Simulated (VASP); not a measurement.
Fe: single point with r2SCAN

Crystal: Fe.

```
Fe
1.0
    -1.44600    1.44600    1.44600
     2.89200   -2.89200    2.89200
     1.44600    1.44600   -1.44600
Fe
2
Direct
  0.00000 0.00000 0.00000
  0.00000 0.50000 0.00000
```

```
Program             : VASP 6.6.1
Task                : single point
Functional          : r2SCAN
Potentials or basis : VASP PAW PBE potentials, release 64 (Fe)
Cutoff              : 660 eV
k mesh              : 12 × 6 × 12
Occupations         : fermi-dirac, width 0.1 eV
Spin                : collinear spin, ferromagnetic start
Starting moments    : [4.0, 4.0] μB
```

The pressure is -3.7 GPa and the net moment is 5.42 μB per cell. The site moments are Fe +2.78 μB and the valence electrons inside the program's atomic spheres are Fe 7.15.

Levels at points of the mesh, in eV from the Fermi level:
Spin up:
```tsv
k point	band 9	band 10	band 11	band 12	band 13	band 14
(0.00, 0.00, 0.00)	-1.93	-1.81	-0.70	0.50	6.56	18.48
(0.50, 0.00, 0.00)	-0.70	-0.70	0.50	0.50	6.56	6.56
(0.00, 0.50, 0.00)	-2.01	-2.01	-1.91	-1.91	15.39	15.39
(0.50, 0.50, 0.00)	-1.61	-1.61	1.62	1.62	10.57	10.57
(0.50, 0.00, 0.50)	-0.94	-0.70	0.50	6.56	9.69	9.69
(0.50, 0.50, 0.50)	-0.82	-0.82	4.75	4.75	7.26	7.26
```
Spin down:
```csv
k point,band 3,band 4,band 5,band 6,band 7,band 8
"(0.00, 0.00, 0.00)",-0.98,-0.06,0.39,0.39,0.39,2.35
"(0.50, 0.00, 0.00)",-0.98,-0.98,-0.06,-0.06,2.35,2.35
"(0.00, 0.50, 0.00)",-0.33,-0.33,-0.10,-0.10,1.70,1.70
"(0.50, 0.50, 0.00)",-1.23,-1.23,-0.78,-0.78,2.17,2.17
"(0.50, 0.00, 0.50)",-2.55,-0.98,-0.06,2.35,2.79,3.03
"(0.50, 0.50, 0.50)",-1.74,-1.74,0.60,0.60,1.39,1.39
```

Run time: 6 min on 1 thread of Intel(R) Xeon(R) Platinum 8488C (Sapphire Rapids), with other jobs on the host, peak memory 0.29 GiB.

Caveat: the PAW data sets were made with another functional, which shifts forces and pressure a little.
